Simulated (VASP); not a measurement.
# Hf (P-1) in VASP: single point with PBEsol

Aim: the single point of Hf with PBEsol.

Program: VASP 6.6.1. These are calculated values, not measurements. Logs are shortened: lines on timing, memory, paths and dates and some standing lists are left out, and cuts for length are marked.

**1. The cell of the first run**

The typed cell holds 2 atoms: a = 3.197 Å, b = 3.197 Å, c = 5.058 Å, α = 90.00°, β = 90.00°, γ = 120.00°.

**2. Single point, PBEsol (atom 1 (Hf) moved by (-0.300, -0.600) A along [1 1 0] and z)**

INCAR reads:

```
  ALGO = Fast
  EDIFF = 1E-6
  ENCUT = 520
  GGA = PS
  ISIF = 2
  ISMEAR = 0
  LASPH = True
  LCHARG = False
  LREAL = False
  LWAVE = False
  NBANDS = 17
  NELM = 80
  PREC = Accurate
  SIGMA = 0.15
```

KPOINTS reads:

```
k-points
0
Gamma
  18 18 10
```

POSCAR reads:

```
Hf
1.0
    3.1966985242      0.0000000000      0.0000000000
   -1.5983492621      2.7684221302      0.0000000000
    0.0000000000      0.0000000000      5.0578000000
Hf
2
Direct
    0.2286608035      0.5900410567      0.1313713472
    0.6666666667      0.3333333333      0.7500000000
```

Potentials or basis: VASP PAW PBE potentials, release 64 (Hf_pv).

On the command line:

```sh
cat potpaw_PBE.64/Hf_pv/POTCAR > POTCAR
mpirun -np 1 vasp_std > vasp.out
```

OUTCAR:

```text
EDIFF = 1E-6
   ENCUT = 520
   GGA = PS
   ISIF = 2
   ISMEAR = 0
   LASPH = True
   LREAL = False
   NELM = 80
   PREC = Accurate

 ion  position               nearest neighbor table
   1  0.229  0.590  0.131-   2 2.48   2 2.74   2 2.83   2 3.50   2 3.68   2 3.75
   2  0.667  0.333  0.750-   1 2.48   1 2.74   1 2.83   1 3.50   1 3.68   1 3.75

  LATTYP: Found a hexagonal cell.
 ALAT       =     3.1966985242
 C/A-ratio  =     1.5821948681

  Lattice vectors:

 A1 = (   3.1966985242,   0.0000000000,   0.0000000000)
 A2 = (  -1.5983492621,   2.7684221302,   0.0000000000)
 A3 = (   0.0000000000,   0.0000000000,   5.0578000000)

Analysis of symmetry for initial positions (statically):
=====================================================================
 Subroutine PRICEL returns:
 Original cell was already a primitive cell.

 Routine SETGRP: Setting up the symmetry group for a
 hexagonal supercell.

 Subroutine GETGRP returns: Found  2 space group operations
 (whereof  1 operations were pure point group operations)
 out of a pool of 24 trial point group operations.

The static configuration has the point symmetry C_1 .
 The point group associated with its full space group is S_2 .

Analysis of symmetry for dynamics (positions and initial velocities):
=====================================================================
 Subroutine PRICEL returns:
 Original cell was already a primitive cell.

 Routine SETGRP: Setting up the symmetry group for a
 hexagonal supercell.

 Subroutine GETGRP returns: Found  2 space group operations
 (whereof  1 operations were pure point group operations)
 out of a pool of 24 trial point group operations.

The dynamic configuration has the point symmetry C_1 .
 The point group associated with its full space group is S_2 .

 Subroutine INISYM returns: Found  2 space group operations
 (whereof  1 operations are pure point group operations),
 and found     1 'primitive' translations

----------------------------------------------------------------------------------------

                                     Primitive cell

  volume of cell :      44.7606

  direct lattice vectors                    reciprocal lattice vectors
     3.196698524  0.000000000  0.000000000     0.312822743  0.180608295  0.000000000
    -1.598349262  2.768422130  0.000000000     0.000000000  0.361216589  0.000000000
     0.000000000  0.000000000  5.057800000     0.000000000  0.000000000  0.197714421

  length of vectors
     3.196698524  3.196698524  5.057800000     0.361216589  0.361216589  0.197714421

  position of ions in fractional coordinates (direct lattice)
     0.228660803  0.590041057  0.131371347
     0.666666667  0.333333333  0.750000000

  ion indices of the primitive-cell ions
   primitive index   ion index
                 1           1
                 2           2

----------------------------------------------------------------------------------------

 KPOINTS: k-points

Automatic generation of k-mesh.
 Grid dimensions read from file:
 generate k-points for:   18   18   10

 Generating k-lattice:

  Cartesian coordinates                     Fractional coordinates (reciprocal lattice)
     0.017379041  0.010033794  0.000000000     0.055555556  0.000000000  0.000000000
     0.000000000  0.020067588  0.000000000     0.000000000  0.055555556  0.000000000
     0.000000000  0.000000000  0.019771442     0.000000000  0.000000000  0.100000000

  Length of vectors
     0.020067588  0.020067588  0.019771442

  Shift w.r.t. Gamma in fractional coordinates (k-lattice)
     0.000000000  0.000000000  0.000000000

 Subroutine IBZKPT returns following result:
 ===========================================

 Found   1624 irreducible k-points:

 Following reciprocal coordinates:
            Coordinates               Weight
  0.000000  0.000000  0.000000      1.000000
  0.055556  0.000000  0.000000      2.000000
  0.000000  0.055556  0.000000      2.000000
 -0.055556  0.055556  0.000000      2.000000
  0.111111  0.000000  0.000000      2.000000
  0.000000  0.111111  0.000000      2.000000
[... 16 lines left out ...]
  0.444444 -0.000000  0.000000      2.000000
  0.000000  0.444444  0.000000      2.000000
 [... further k-points ...]
   k-points           NKPTS =   1624   k-points in BZ     NKDIM =   1624   number of bands    NBANDS=     17
   number of dos      NEDOS =    301   number of ions     NIONS =      2
   total plane-waves  NPLWV =  23040
   dimension x,y,z NGX =    24 NGY =   24 NGZ =   40
   dimension x,y,z NGXF=    48 NGYF=   48 NGZF=   80
   ions per type =               2
   NGX,Y,Z   is equivalent  to a cutoff of  12.48, 12.48, 13.15 a.u.
   NGXF,Y,Z  is equivalent  to a cutoff of  24.96, 24.96, 26.30 a.u.
 SYSTEM =  unknown system
   PREC   = accura    normal or accurate (medium, high low for compatibility)
   ISTART =      0    job   : 0-new  1-cont  2-samecut
   ICHARG =      2    charge: 1-file 2-atom 10-const
   ISPIN  =      1    spin polarized calculation?
   LNONCOLLINEAR =      F non collinear calculations
   LSORBIT =      F    spin-orbit coupling
   LASPH  =      T    aspherical Exc in radial PAW
   ENCUT  =  520.0 eV  38.22 Ry    6.18 a.u.   5.94  5.94  9.40*2*pi/ulx,y,z
   NELM   =     80;   NELMIN=  2; NELMDL= -5     # of ELM steps
   EDIFF  = 0.1E-05   stopping-criterion for ELM
   LREAL  =      F    real-space projection
   EDIFFG = 0.1E-04   stopping-criterion for IOM
   NSW    =      0    number of steps for IOM
   IBRION =     -1    ionic relax: 0-MD 1-quasi-New 2-CG
   NFREE  =      0    steps in history (QN), initial steepest desc. (CG)
   ISIF   =      2    stress and relaxation
   ISYM   =      2    0-nonsym 1-usesym 2-fastsym
   POTIM  = 0.5000    time-step for ionic-motion
   TEBEG  =    0.0;   TEEND  =   0.0 temperature during run
   PSTRESS=    0.0 pullay stress
   NELECT =      20.0000    total number of electrons
   NUPDOWN=      -1.0000    fix difference up-down
   EMIN   =  10.00;   EMAX   =-10.00  energy-range for DOS
   EFERMI =   0.00;   METHOD = LEGACY
   ISMEAR =     0;   SIGMA  =   0.15  broadening in eV -4-tet -1-fermi 0-gaus
   EFERMI_NEDOS =   21; number of points for ismear=-14 and -15
   IALGO  =     68    algorithm
   IMIX   =      4    mixing-type and parameters
     AMIX     =   0.40;   BMIX     =  1.00
     AMIX_MAG =   1.60;   BMIX_MAG =  1.00
  volume/ion in A,a.u.               =      22.38       151.03
  Fermi-wavevector in a.u.,A,eV,Ry     =   1.251564  2.365112 21.312324  1.566412
  Thomas-Fermi vector in A             =   2.385505
   LORBIT       =      0    0 simple, 1 ext, 2 COOP (PROOUT), +10 PAW based schemes
   GGA     = PS    functional components
   LHFCALC =     F    Hartree Fock is set to
   AEXX    =    0.0000 exact exchange contribution
   IVDW    =     0    specifies the selected vdW correction
   LEPSILON=     F    determine dielectric tensor
   LRPA    =     F    only Hartree local field effects (RPA)
 non-spin polarized calculation
 RMM-DIIS sequential band-by-band and
 Gauss-broadening in eV      SIGMA  =   0.15
  energy-cutoff  :      520.00
  volume of cell :       44.76
 maximum number of plane-waves:      1236
   NGX = 11   NGY = 11   NGZ = 19

 number of electron      20.0000002 magnetization

 Free energy of the ion-electron system (eV)
  ---------------------------------------------------
  ext. energy  EPLUGINS =         0.00000000
  ---------------------------------------------------
  free energy    TOTEN  =       -19.68163713 eV

  energy without entropy =      -19.66579976  energy(sigma->0) =      -19.67371845

 E-fermi :   4.4957     XC(G=0): -11.2362

 val. band max:        4.4955487363   @ k =   0.3889  -0.1111  -0.3000
 cond. band min:       4.4983248567   @ k =   0.2778  -0.3333  -0.1000
 fundamental gap:      0.0027761204
 Fermi energy:         4.4957251603

 k-point     1 :       0.0000    0.0000    0.0000
  band No.  band energies     occupation
      1     -26.7877      2.00000
      2     -25.7270      2.00000
      3     -25.4917      2.00000
      4     -25.3822      2.00000
      5     -25.2646      2.00000
      6     -24.9622      2.00000
[... 9 lines left out ...]
     16       9.2818      0.00000
     17       9.9150      0.00000

 k-point     2 :       0.0556    0.0000    0.0000
  band No.  band energies     occupation
      1     -26.7851      2.00000
      2     -25.7570      2.00000
      3     -25.5144      2.00000
      4     -25.3694      2.00000
      5     -25.2656      2.00000
      6     -24.9648      2.00000
[... 9 lines left out ...]
     16       9.0961      0.00000
     17      10.1901      0.00000

 k-point     3 :       0.0000    0.0556    0.0000
  band No.  band energies     occupation
      1     -26.7844      2.00000
      2     -25.7359      2.00000
      3     -25.5313      2.00000
      4     -25.3823      2.00000
      5     -25.2590      2.00000
      6     -24.9628      2.00000
[... 9 lines left out ...]
     16       9.2150      0.00000
     17      10.4776      0.00000

 k-point     4 :      -0.0556    0.0556    0.0000
  band No.  band energies     occupation
      1     -26.7844      2.00000
      2     -25.7484      2.00000
      3     -25.5126      2.00000
      4     -25.3895      2.00000
      5     -25.2582      2.00000
      6     -24.9627      2.00000
[... 9 lines left out ...]
     16       9.0799      0.00000
     17      10.1431      0.00000
[... 343 lines left out ...]
      1     -26.7445      2.00000
      2     -26.3618      2.00000
      3     -25.7769      2.00000
      4     -25.5003      2.00000
      5     -25.3669      2.00000
      6     -25.0087      2.00000
[... 9 lines left out ...]
     16      10.3636      0.00000
     17      11.0755      0.00000

 k-point    23 :       0.4444   -0.0000    0.0000
  band No.  band energies     occupation
      1     -26.8626      2.00000
      2     -26.3403      2.00000
      3     -25.8477      2.00000
      4     -25.4045      2.00000
      5     -25.2854      2.00000
      6     -25.1383      2.00000
[... 9 lines left out ...]
     16      11.0073      0.00000
     17      11.5264      0.00000

 k-point    24 :       0.0000    0.4444    0.0000
  band No.  band energies     occupation
      1     -26.7292      2.00000
      2     -26.3457      2.00000
      3     -25.8783      2.00000
      4     -25.5237      2.00000
      5     -25.3632      2.00000
      6     -25.0215      2.00000
[... 9 lines left out ...]
     16      10.7134      0.00000
     17      11.4334      0.00000

 [... further k-points ...]
[... 5 lines left out ...]
  --------------------------------------------------------------------------------------
  -------------------------------------------------------------------------------------
  Total        2.4155485     -0.0028479      6.0252051      1.1350261      0.9699116      1.2076385
  in kB       86.4630779     -0.1019388    215.6685261     40.6275638     34.7173908     43.2266803
  external PRESSURE =     100.6765551 kB  Pullay stress =       0.0000000 kB

 VOLUME and BASIS-vectors are now :
 -----------------------------------------------------------------------------
  energy-cutoff  :      520.00
  volume of cell :       44.76
      direct lattice vectors                 reciprocal lattice vectors
     3.196698524  0.000000000  0.000000000     0.312822743  0.180608295  0.000000000
    -1.598349262  2.768422130  0.000000000     0.000000000  0.361216589  0.000000000
     0.000000000  0.000000000  5.057800000     0.000000000  0.000000000  0.197714421

 POSITION                                       TOTAL-FORCE (eV/Angst)
 -----------------------------------------------------------------------------------
     -0.21213      1.63348      0.66445         0.643886      0.541491      5.289671
      1.59835      0.92281      3.79335        -0.643886     -0.541491     -5.289671
 -----------------------------------------------------------------------------------
    total drift:                               -0.000000      0.000001     -0.000004

  FREE ENERGIE OF THE ION-ELECTRON SYSTEM (eV)
  ---------------------------------------------------
  free  energy   TOTEN  =       -19.6816371327 eV

  energy  without entropy=      -19.6657997610  energy(sigma->0) =      -19.67371845
```

Wall time 13 min (1 thread of Intel Xeon 8259CL, shared host); peak memory 1 GiB.

What came out:

- Free energy: -19.6816 eV
- Pressure: 10.1 GPa
- Largest force: 5.356 eV/Å
- Band gap on the k mesh: zero (bands 10 and 11 overlap by 1.15 eV)

Forces on the atoms (eV/Å):
```
Hf   0.644  0.541  5.290
Hf  -0.644 -0.541 -5.290
```

Stress tensor (GPa, compression positive):
```
 8.65  4.06  4.32
 4.06 -0.01  3.47
 4.32  3.47 21.57
```

Levels at points of the mesh, in eV from the Fermi level:
```csv
k point,band 7,band 8,band 9,band 10,band 11,band 12,band 13,band 14
"(0.00, 0.00, 0.00)",-6.99,-3.75,-0.31,0.54,0.69,0.80,1.29,3.36
"(0.50, 0.00, 0.00)",-3.28,-2.64,-1.02,-0.39,0.43,0.79,2.38,5.23
"(0.00, 0.50, 0.00)",-3.34,-3.26,-1.83,-0.24,0.34,1.28,3.87,5.63
"(0.50, 0.50, 0.00)",-3.27,-3.11,-1.57,-0.33,0.50,1.02,3.43,5.60
"(0.00, 0.00, 0.50)",-5.60,-4.54,-1.68,0.37,0.50,0.70,0.75,3.80
"(0.50, 0.00, 0.50)",-3.55,-3.05,-1.42,0.35,1.46,1.65,2.08,4.37
"(0.00, 0.50, 0.50)",-3.40,-2.88,-1.63,-0.50,1.13,1.41,3.42,3.77
"(0.50, 0.50, 0.50)",-3.46,-2.96,-1.52,-0.50,1.38,1.51,3.32,3.83
```

Caveat: the cell differs from its parent crystal (atom 1 (Hf) moved by (-0.300, -0.600) A along [1 1 0] and z); the stress differs along the axes, from -0 to 22 GPa; the PAW data sets were made with another functional, which shifts forces and pressure a little; spin-orbit coupling is left out, which moves the levels of the heavy elements.
